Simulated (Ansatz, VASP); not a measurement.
## Two plane-wave programs on Ga2SnO2

```xyz
5
Lattice="3.8214 0.0000 0.0000 -1.9107 3.3095 0.0000 0.0000 0.0000 7.4564" Properties=species:S:1:pos:R:3 pbc="T T T"
Ga    0.0000    2.2063    3.0659
Ga    1.9107    1.1032    4.3905
Sn    0.0000    0.0000    0.0000
O     0.0000    2.2063    1.2462
O     1.9107    1.1032    6.2102
```

Change from the starting cell: species swapped into the MnH2O2 type (P-3m1, No. 164).

Alike in both runs: functional PBE; k mesh 12 × 12 × 6; occupations gaussian, width 0.1 eV; no spin polarisation.

Ansatz relaxed the structure, and its values are those at the end. VASP's run is a single point on that final structure, the one shown.

```csv
,VASP,Ansatz
version,VASP 6.6.1,Ansatz 0.2.0
potentials or method,"VASP PAW PBE potentials, release 64 (Ga_d, Sn_d, O), cutoff 520 eV","scalar-relativistic, plane waves, PAW"
valence electrons in the cell,52,52
```

|  | VASP | Ansatz | Ansatz less VASP |
| --- | --- | --- | --- |
| gap on the k mesh at the Fermi level (eV) | none | none | - |
| pressure (GPa) | 0.1 | 0.0 | -0.07 |
| rms of the force components (eV/Å) | 0.026 | 0.003 | -0.0224 |

A gap of «none» marks a metal or a gap that the smearing closes.
